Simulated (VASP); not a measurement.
**TaAl3O: single point with PBE**

Crystal: TaAl3O.

```
Ta Al O
1.0
     2.54281    1.46809    4.56755
    -2.54281    1.46809    4.56755
     0.00000   -2.93619    4.56755
Ta Al O
1 3 1
Direct
  0.00000 0.00000 0.00000
  0.00000 0.00000 0.50000
  0.50000 0.00000 0.00000
  0.00000 0.50000 0.00000
  0.50000 0.50000 0.50000
```

The cell was built from a structure type or drawn by symmetry, and may not be a known phase.

```json
{
  "Program": "VASP 6.6.1",
  "Task": "single point",
  "Functional": "PBE",
  "Potentials or basis": "VASP PAW PBE potentials, release 64 (Ta_pv, Al, O)",
  "Cutoff": "520 eV",
  "k mesh": "6 × 6 × 6",
  "Occupations": "gaussian, width 0.1 eV",
  "Spin": "no spin polarisation"
}
```

| Property | Result |
| --- | --- |
| Pressure | 0.1 GPa |
| Band gap on the k mesh | zero (bands 13 and 14 overlap by 1.25 eV) |

Stress tensor (GPa, compression positive):
```
 0.12  0.00  0.00
 0.00  0.12  0.00
 0.00  0.00 -0.06
```

Levels at points of the mesh, in eV from the Fermi level:
| k point | band 11 | band 12 | band 13 | band 14 | band 15 | band 16 |
| --- | --- | --- | --- | --- | --- | --- |
| (0.00, 0.00, 0.00) | -2.71 | -1.17 | -0.01 | -0.01 | -0.01 | 1.70 |
| (0.50, 0.00, 0.00) | -1.33 | -1.12 | -0.18 | 0.05 | 0.30 | 0.66 |
| (0.50, 0.50, 0.00) | -1.91 | -1.20 | 0.26 | 0.26 | 0.37 | 0.41 |
| (0.50, 0.50, 0.50) | -1.14 | -1.14 | -0.99 | -0.99 | 0.30 | 0.30 |

Wall time 110 s on 1 thread of Intel Xeon 8259CL (shared host), peak memory 0.28 GiB.

Caveat: spin-orbit coupling is left out, which moves the levels of the heavy elements.
